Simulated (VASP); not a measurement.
Runs of VASP 6.6.1 on Hg. The structure is that of space group P6/mmm (No. 191), or close to it. The cells are those of the table. 

```tsv
task	level	U	cell	k mesh	smearing	gap on the mesh (eV)	pressure (GPa)
single point	PBE	-	a = 4.540, b = 4.540, c = 3.870 Å, angles 90.0, 90.0, 120.0°, 3 atoms	6 × 6 × 6	gaussian 0.1 eV	none	13.8
single point	PBE+U	Hg d U = 4.7 eV	a = 5.197, b = 5.197, c = 4.430 Å, angles 90.0, 90.0, 120.0°, 3 atoms	6 × 6 × 6	gaussian 0.1 eV	none	0.7
single point	PBE	-	a = 4.540, b = 4.540, c = 3.870 Å, angles 90.0, 90.0, 120.0°, 3 atoms	6 × 6 × 6	tetrahedron	none	14.1
single point	PBEsol	-	a = 4.540, b = 4.540, c = 3.870 Å, angles 90.0, 90.0, 120.0°, 3 atoms	7 × 5 × 5	fermi-dirac 0.029 eV	none	9.1
single point	r2SCAN	-	a = 4.540, b = 4.540, c = 3.870 Å, angles 90.0, 90.0, 120.0°, 3 atoms	6 × 6 × 6	gaussian 0.1 eV	none	(a)
single point	PBE	-	a = 4.540, b = 4.540, c = 3.870 Å, angles 90.0, 90.0, 120.0°, 3 atoms	6 × 6 × 6	fermi-dirac 0.015 eV	none	13.8
single point	PBE+U	Hg d U = 7.6 eV	a = 4.540, b = 4.540, c = 3.870 Å, angles 90.0, 90.0, 120.0°, 3 atoms	6 × 6 × 6	gaussian 0.1 eV	none	(b)
relaxation of the atoms	PBE	-	atoms relaxed from a = 4.540, b = 4.540, c = 3.870 Å, angles 90.0, 90.0, 120.0°, 3 atoms	3 × 3 × 2	gaussian 0.1 eV	none	10.5
```

Alike in all rows: potentials or basis VASP PAW PBE potentials, release 64 (Hg); no spin polarisation; cutoff (eV) 520.

Task: Estimate the missing entries.

Result: (a) 12.4; (b) 9.7.

Caveats: some runs use coarse meshes; spin-orbit coupling is left out, which moves the levels of the heavy elements; the stress differs along the axes, from 5 to 18 GPa (at least some runs); U without spin polarisation on a metal has little footing (at least some runs); the U is typed as a test and isn't derived for this compound (at least some runs); the PAW data sets were made with another functional, which shifts forces and pressure a little (at least some runs); the stress differs along the axes, from 4 to 19 GPa (at least some runs); tetrahedron occupations give inexact forces and stress in metals (at least some runs).

A k mesh can miss the band edges, and the runs leave out spin-orbit coupling on Hg.

A gap of «none» marks levels without a gap at the run's occupations.
